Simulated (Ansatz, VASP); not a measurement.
**One calculation of SiO, two programs**

```xyz
2
Lattice="0.0000 2.4336 2.4336 2.4336 0.0000 2.4336 2.4336 2.4336 0.0000" Properties=species:S:1:pos:R:3 pbc="T T T"
Si    3.6505    3.6505    3.6505
O     0.0000    0.0000    0.0000
```

Alike in both runs: task single point; functional r2SCANh; k mesh 5 × 5 × 5; occupations fermi-dirac, width 0.05 eV; no spin polarisation.

```csv
,VASP,Ansatz
version,VASP 6.6.1,Ansatz 0.2.0
potentials or method,"VASP PAW PBE potentials, release 64 (Si, O)",Ansatz PAW
plane-wave cutoff (eV),520,500
valence electrons in the cell,10,10
```

Ansatz gave:

| Quantity | Value |
| --- | --- |
| gap on the k mesh at the Fermi level (eV) | 0.43 |
| least direct gap on the mesh (eV) | 1.27 |
| pressure (GPa) | -1.1 |

**Question.** Which values does VASP return?

**Answer.** gap on the k mesh at the Fermi level (eV): 0.46; least direct gap on the mesh (eV): 1.31; pressure (GPa): -1.1.

VASP's potentials were made for PBE, not for r2SCANh. With one functional, cell and mesh, what is left measures potentials, basis and numerics.

The k mesh is coarse, so the values compare programs but aren't converged. Noted on Ansatz's run: odd divisions of the mesh miss points on the zone boundary, where band edges often lie, so the gap on the mesh can be too wide.
